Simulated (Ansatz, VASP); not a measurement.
## Two plane-wave programs on In3GaSb2N2

```
CELL_PARAMETERS angstrom
6.69152 0.00000 0.00000
-3.34576 5.79502 0.00000
0.00000 0.00000 9.14922
ATOMIC_POSITIONS crystal
In 0.50000 0.00000 0.74002
In 0.00000 0.50000 0.74002
In 0.50000 0.50000 0.74002
Ga 0.00000 0.00000 0.79179
Sb 0.00000 0.00000 0.36198
Sb 0.00000 0.00000 0.08602
N 0.33333 0.66667 0.65913
N 0.66667 0.33333 0.65913
```

Alike in both runs: functional PBE; k mesh 3 × 3 × 2; occupations gaussian, width 0.15 eV; no spin polarisation.

Ansatz relaxed the structure, and its values are those at the end. VASP's run is a single point on that final structure, the one shown.

```csv
,VASP,Ansatz
version,VASP 6.6.1,Ansatz 0.2.0
potentials or method,"VASP PAW PBE potentials, release 64 (In_d, Ga_d, Sb, N), cutoff 520 eV","scalar-relativistic, plane waves, PAW"
valence electrons in the cell,72,92
```

Ansatz gave:

| Quantity | Value |
| --- | --- |
| gap on the k mesh at the Fermi level (eV) | 0.15 |
| least direct gap on the mesh (eV) | 0.20 |
| pressure (GPa) | 0.2 |
| rms of the force components (eV/Å) | 0.031 |

Question: What did VASP give for the same quantities?

Answer: gap on the k mesh at the Fermi level (eV): 0.16; least direct gap on the mesh (eV): 0.21; pressure (GPa): 0.2; rms of the force components (eV/Å): 0.035.

VASP's potentials hold 72 valence electrons a cell and Ansatz's 92, so a difference there can come from the potentials and not from the codes.

Spin-orbit coupling is off throughout.
